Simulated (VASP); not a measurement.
# BaF2 (Fm-3m) in VASP: a series of runs, part 2 of 3

VASP 6.6.1. Earlier steps stand in the parts before.

## 4. Phonons, PBEsol, target pressure -1.5 GPa, at which the enthalpy is minimised

Input file POSCAR:

```
BaF2
1.0
    0.0000000000      3.0882183966      3.0882183966
    3.0882183966     -0.0000000000      3.0882183966
    3.0882183966      3.0882183966      0.0000000000
  Ba              F
     1     2
Direct
     0.0000000000000000    0.0000000000000000    1.0000000000000000
     0.2500000000000000    0.2500000000000000    0.2500000000000000
     0.7500000000000000    0.7500000000000000    0.7500000000000000
```

Input file INCAR.step1:

```
PREC = Accurate
ENCUT = 600
EDIFF = 1E-8
ISMEAR = 0
SIGMA = 0.03
LREAL = False
LASPH = True
NELM = 80
ALGO = Fast
ISIF = 3
LWAVE = False
LCHARG = False
GGA = PS
PSTRESS = -15.0
KPAR = 2
IBRION = 2
NSW = 40
EDIFFG = -0.002
```

Input file INCAR.step2:

```
PREC = Accurate
ENCUT = 600
EDIFF = 1E-8
ISMEAR = 0
SIGMA = 0.03
LREAL = False
LASPH = True
NELM = 80
ALGO = Fast
ISIF = 2
LWAVE = False
LCHARG = False
GGA = PS
PSTRESS = -15.0
KPAR = 2
IBRION = 6
NFREE = 2
POTIM = 0.015
NSW = 1
```

Input file KPOINTS:

```
Automatic mesh
0
Gamma
  8 8 8
```

Potentials or basis: VASP PAW PBE potentials, release 64 (Ba_sv, F).

The run is started by

```bash
cat potpaw_PBE.64/Ba_sv/POTCAR potpaw_PBE.64/F/POTCAR > POTCAR
cp INCAR.step1 INCAR
mpirun -np 2 vasp_std > vasp.out
cp CONTCAR POSCAR
cp INCAR.step2 INCAR
mpirun -np 2 vasp_std > vasp.out
```

OUTCAR:

```text
PREC = Accurate
   ENCUT = 600
   EDIFF = 1E-8
   ISMEAR = 0
   LREAL = False
   LASPH = True
   NELM = 80
   ISIF = 2
   GGA = PS
   PSTRESS = -15.0
   IBRION = 6
   NFREE = 2
   POTIM = 0.015
   NSW = 1

 ion  position               nearest neighbor table
   1  0.000  0.000  0.000-   3 2.70   3 2.70   3 2.70   2 2.70   3 2.70   2 2.70   2 2.70   2 2.70

   2  0.250  0.250  0.250-   1 2.70   1 2.70   1 2.70   1 2.70
   3  0.750  0.750  0.750-   1 2.70   1 2.70   1 2.70   1 2.70

  LATTYP: Found a face centered cubic cell.
 ALAT       =     6.2310511478

  Lattice vectors:

 A1 = (   0.0000000000,   3.1155255739,   3.1155255739)
 A2 = (   3.1155255739,   0.0000000000,   3.1155255739)
 A3 = (   3.1155255739,   3.1155255739,   0.0000000000)

Analysis of symmetry for initial positions (statically):
=====================================================================
 Subroutine PRICEL returns:
 Original cell was already a primitive cell.

 Routine SETGRP: Setting up the symmetry group for a
 face centered cubic supercell.

 Subroutine GETGRP returns: Found 48 space group operations
 (whereof 48 operations were pure point group operations)
 out of a pool of 48 trial point group operations.

The static configuration has the point symmetry O_h .

Analysis of symmetry for dynamics (positions and initial velocities):
=====================================================================
 Subroutine PRICEL returns:
 Original cell was already a primitive cell.

 Routine SETGRP: Setting up the symmetry group for a
 face centered cubic supercell.

 Subroutine GETGRP returns: Found 48 space group operations
 (whereof 48 operations were pure point group operations)
[... 317 lines left out ...]

  energy without entropy =      -17.63985318  energy(sigma->0) =      -17.63985318

 E-fermi :  -2.0159     XC(G=0):  -8.8406

 val. band max:       -2.2503772695   @ k =   0.0000  -0.2500   0.2500
 cond. band min:       4.3173917950   @ k =   0.0000   0.0000   0.0000
 fundamental gap:      6.5677690644
 Fermi energy:        -2.0159494318

 k-point     1 :       0.0000    0.0000    0.0000
  band No.  band energies     occupation
      1     -25.3670      2.00000
      2     -21.0340      2.00000
      3     -21.0115      2.00000
      4     -10.2182      2.00000
      5     -10.2163      2.00000
      6     -10.2147      2.00000
[... 433 lines left out ...]
      3     -21.1855      2.00000
      4     -10.4909      2.00000
      5     -10.3522      2.00000
      6     -10.3464      2.00000
[... 8 lines left out ...]
     15       7.1232      0.00000
     16       7.8392      0.00000

 [... further k-points ...]

------------------------ aborting loop because EDIFF is reached ----------------------------------------

  FORCE on cell =-STRESS in cart. coord.  units (eV):
  Direction    XX          YY          ZZ          XY          YZ          ZX
  --------------------------------------------------------------------------------------
  -------------------------------------------------------------------------------------
  Total       -0.5764069     -0.5762508     -0.5762508      0.0000000      0.0355079      0.0000000
  in kB      -15.2691816    -15.2650465    -15.2650465      0.0000000      0.9406144      0.0000000
  external PRESSURE =      -0.2664249 kB  Pullay stress =     -15.0000000 kB
[... 22 lines left out ...]
  energy  without entropy=      -17.6398531787  energy(sigma->0) =      -17.63985318

  enthalpy is  TOTEN    =       -18.2060985096 eV   P V=       -0.5662453308

 INTERNAL STRAIN TENSORS FROM DISPLACED ATOMS
 ============================================

 INTERNAL STRAIN TENSOR FOR ION    1 for displacements in x,y,z  (eV/Angst):
          X           Y           Z          XY          YZ          ZX
  --------------------------------------------------------------------------------
  x     0.00000     0.00000     0.00000     0.00000     0.00000     0.00000
  y     0.00000     0.00000     0.00000     0.00000     0.00000     0.00000
  z     0.00000     0.00000     0.00000     0.00000     0.00000     0.00000

 INTERNAL STRAIN TENSOR FOR ION    3 for displacements in x,y,z  (eV/Angst):
          X           Y           Z          XY          YZ          ZX
  --------------------------------------------------------------------------------
  x     0.00000     0.00000     0.00000    -0.00000     2.36943    -0.00000
  y     0.00000     0.00000     0.00000    -0.00000    -0.00000     2.36943
  z     0.00000     0.00000     0.00000     2.36943     0.00000    -0.00000

 Eigenvectors and eigenvalues of the dynamical matrix
 ----------------------------------------------------

   1 f  =    7.117769 THz    44.722260 2PiTHz  237.423207 cm-1    29.436713 meV
             X         Y         Z           dx          dy          dz
      0.000000  0.000000  0.000000    -0.000000   -0.000000    0.000000
      1.557763  1.557763  1.557763    -0.565922    0.423948    0.000000
      4.673288  4.673288  4.673288     0.565922   -0.423948   -0.000000
[... 43 lines left out ...]
   9 f/i=    0.012805 THz     0.080459 2PiTHz    0.427144 cm-1     0.052959 meV
             X         Y         Z           dx          dy          dz
      0.000000  0.000000  0.000000    -0.515023   -0.718243    0.064712
      1.557763  1.557763  1.557763    -0.190413   -0.265547    0.023925
      4.673288  4.673288  4.673288    -0.190413   -0.265547    0.023925

 ELASTIC MODULI CONTR FROM IONIC RELAXATION (kBar)
 Direction    XX          YY          ZZ          XY          YZ          ZX
 --------------------------------------------------------------------------------
 XX           0.0000      0.0000      0.0000      0.0000      0.0000      0.0000
 YY           0.0000      0.0000      0.0000      0.0000      0.0000      0.0000
 ZZ           0.0000      0.0000      0.0000      0.0000      0.0000      0.0000
 XY           0.0000      0.0000      0.0000    -75.5283     -0.0000     -0.0000
 YZ           0.0000      0.0000      0.0000     -0.0000    -75.5283     -0.0000
 ZX           0.0000      0.0000      0.0000     -0.0000     -0.0000    -75.5283
 --------------------------------------------------------------------------------
```

Run time: 8.5 min. Hardware: 2 MPI ranks of AMD EPYC 7R43 (Zen 3), shared host; peak memory 0.33 GiB.

Results:

- Relaxed volume: 20.16 Å³/atom
- Relaxed cell: a = 4.406 Å, b = 4.406 Å, c = 4.406 Å, α = 60.00°, β = 60.00°, γ = 60.00°
- Space group after relaxing (to 0.1 Å): Fm-3m (No. 225)
- Highest phonon frequency at Γ, LO-TO splitting left out: 237 cm⁻¹

The path:
| step | energy change (eV) | largest force (eV/Å) | pressure (GPa) | volume (Å³) |
| --- | --- | --- | --- | --- |
| 1 | 0.0000 | 0.0000 | 0.00 | 58.91 |
| 2 | 0.0076 | 0.0000 | -1.51 | 60.48 |

Final structure:
```yaml
crystal:
  lattice:
    - [0.00000, 3.11553, 3.11553]
    - [3.11553, 0.00000, 3.11553]
    - [3.11553, 3.11553, 0.00000]
  atoms:
    - { symbol: Ba, position: [0.00000, 0.00000, 0.00000] }
    - { symbol: F, position: [0.25000, 0.25000, 0.25000] }
    - { symbol: F, position: [0.75000, 0.75000, 0.75000] }
```

Phonon frequencies in cm⁻¹ (negative: imaginary):
| q point | frequencies |
| --- | --- |
| (0.000, 0.000, 0.000) | 0 0 0 173 173 173 237 237 237 |

Caveat: the PAW data sets were made with another functional, which shifts forces and pressure a little; spin-orbit coupling is left out, which moves the levels of the heavy elements.

## 5. Dielectric tensor, PBEsol

This run uses another cell than the first one, of 20.16 Å³/atom.

Input file INCAR:

```
PREC = Accurate
ENCUT = 600
EDIFF = 1E-8
ISMEAR = 0
SIGMA = 0.03
LREAL = False
LASPH = True
NELM = 80
ALGO = Fast
ISIF = 2
LWAVE = False
LCHARG = False
GGA = PS
LEPSILON = True
KPAR = 2
```

Input file KPOINTS:

```
Automatic mesh
0
Monkhorst-Pack
  12 12 12
```

Input file POSCAR:

```
BaF2                                    
1.0
    0.0000000000      3.1155255739      3.1155255739
    3.1155255739      0.0000000000      3.1155255739
    3.1155255739      3.1155255739     -0.0000000000
  Ba              F             
     1     2
Direct
     0.0000000000000000    0.0000000000000000    1.0000000000000000
     0.2500000000000000    0.2500000000000000    0.2500000000000000
     0.7500000000000000    0.7500000000000000    0.7500000000000000
```

Potentials or basis: VASP PAW PBE potentials, release 64 (Ba_sv, F).

The run is started by

```bash
cat potpaw_PBE.64/Ba_sv/POTCAR potpaw_PBE.64/F/POTCAR > POTCAR
mpirun -np 2 vasp_std > vasp.out
```

OUTCAR:

```text
PREC = Accurate
   ENCUT = 600
   EDIFF = 1E-8
   ISMEAR = 0
   LREAL = False
   LASPH = True
   NELM = 80
   ISIF = 2
   GGA = PS
   LEPSILON = True

 ion  position               nearest neighbor table
   1  0.000  0.000  0.000-   3 2.70   3 2.70   3 2.70   2 2.70   3 2.70   2 2.70   2 2.70   2 2.70

   2  0.250  0.250  0.250-   1 2.70   1 2.70   1 2.70   1 2.70
   3  0.750  0.750  0.750-   1 2.70   1 2.70   1 2.70   1 2.70

  LATTYP: Found a face centered cubic cell.
 ALAT       =     6.2310511478

  Lattice vectors:

 A1 = (   0.0000000000,   3.1155255739,   3.1155255739)
 A2 = (   3.1155255739,   0.0000000000,   3.1155255739)
 A3 = (   3.1155255739,   3.1155255739,   0.0000000000)

Analysis of symmetry for initial positions (statically):
=====================================================================
 Subroutine PRICEL returns:
 Original cell was already a primitive cell.

 Routine SETGRP: Setting up the symmetry group for a
 face centered cubic supercell.

[... 683 lines left out ...]
  ---------------------------------------------------
  free energy    TOTEN  =        -0.24892633 eV

  energy without entropy =       -0.24892633

------------------------ aborting loop because EDIFF is reached ----------------------------------------

 PIEZOELECTRIC TENSOR FIELD DIRECTION 3  (e Angst)
 -----------------------------------------------------------------------------
     0.00014  0.00000  0.00000           (  0.00000  0.00000  0.00000)
     0.00000  0.00014 -0.00000           (  0.00000  0.00000  0.00000)
     0.00000 -0.00000 -0.00001           (  0.00000  0.00000 -0.00000)

 PIEZOELECTRIC TENSOR FIELD DIRECTION 3  (C/m^2)
 -----------------------------------------------------------------------------
     0.00004  0.00000  0.00000
     0.00000  0.00004 -0.00000
     0.00000 -0.00000 -0.00000

 MACROSCOPIC STATIC DIELECTRIC TENSOR (including local field effects in DFT)
 ------------------------------------------------------
           2.366110    -0.000000     0.000000
           0.000000     2.366110     0.000000
           0.000000     0.000000     2.366110
 ------------------------------------------------------

 PIEZOELECTRIC TENSOR (including local field effects)  for field in x, y, z        (e  Angst)
          XX          YY          ZZ          XY          YZ          ZX
  --------------------------------------------------------------------------------
  x     0.00000     0.00000     0.00000     0.00000     0.00000     0.00000
  y     0.00000     0.00000     0.00000     0.00000     0.00000     0.00000
  z     0.00000     0.00000     0.00000     0.00000     0.00000     0.00000

 PIEZOELECTRIC TENSOR (including local field effects)  for field in x, y, z        (C/m^2)
          XX          YY          ZZ          XY          YZ          ZX
  --------------------------------------------------------------------------------
  x     0.00000     0.00000     0.00000     0.00000     0.00000     0.00000
  y     0.00000     0.00000     0.00000     0.00000     0.00000     0.00000
  z     0.00000     0.00000     0.00000     0.00000     0.00000     0.00000

 BORN EFFECTIVE CHARGES (including local field effects) (in |e|, cummulative output)
 ---------------------------------------------------------------------------------
 ion    1
    1     2.57150     0.00000     0.00000
    2     0.00000     2.57150     0.00000
    3     0.00000     0.00000     2.57150
 ion    2
    1    -1.28575     0.00000     0.00000
    2     0.00000    -1.28575     0.00000
    3     0.00000     0.00000    -1.28575
 ion    3
    1    -1.28575     0.00000     0.00000
    2     0.00000    -1.28575     0.00000
    3     0.00000     0.00000    -1.28575
```

OSZICAR:

```text
N       E                     dE             d eps       ncg     rms          rms(c)
DAV:   1     0.171152144665E+03    0.17115E+03   -0.14203E+04  5824   0.156E+03
DAV:   2    -0.117563599621E+02   -0.18291E+03   -0.17906E+03  7512   0.305E+02
DAV:   3    -0.190300342542E+02   -0.72737E+01   -0.72650E+01  7952   0.702E+01
[... 12 lines left out ...]
RMM:   8    -0.248909003882E+00    0.23784E-04   -0.36977E-06 33407   0.662E-03    0.875E-04
RMM:   9    -0.248927714181E+00   -0.18710E-04   -0.60057E-07 31084   0.288E-03    0.187E-04
RMM:  10    -0.248922203084E+00    0.55111E-05   -0.76093E-07 35361   0.905E-04    0.150E-04
RMM:  11    -0.248925634468E+00   -0.34314E-05   -0.15591E-07 32124   0.333E-04    0.405E-05
RMM:  12    -0.248926237898E+00   -0.60343E-06    0.26783E-08 26329   0.111E-04    0.111E-05
RMM:  13    -0.248926327372E+00   -0.89474E-07   -0.54015E-09 14586   0.567E-05    0.279E-06
```

Run time: 59 min. Hardware: 2 MPI ranks of AMD EPYC 7R43 (Zen 3), shared host; peak memory 1.3 GiB.

What came out:

- Electronic dielectric tensor (diagonal): 2.37
- Born charges (mean of the diagonal): Ba +2.57; F -1.29 e

Electronic dielectric tensor:
```
2.37 0.00 0.00
0.00 2.37 0.00
0.00 0.00 2.37
```

Born effective charge tensors (e):
atom 1, Ba
```
2.57 0.00 0.00
0.00 2.57 0.00
0.00 0.00 2.57
```
atom 2, F
```
-1.29  0.00  0.00
 0.00 -1.29  0.00
 0.00  0.00 -1.29
```
atom 3, F
```
-1.29  0.00  0.00
 0.00 -1.29  0.00
 0.00  0.00 -1.29
```

Caveat: the PAW data sets were made with another functional, which shifts forces and pressure a little; spin-orbit coupling is left out, which moves the levels of the heavy elements.

(Part 2 of 3 ends here.)
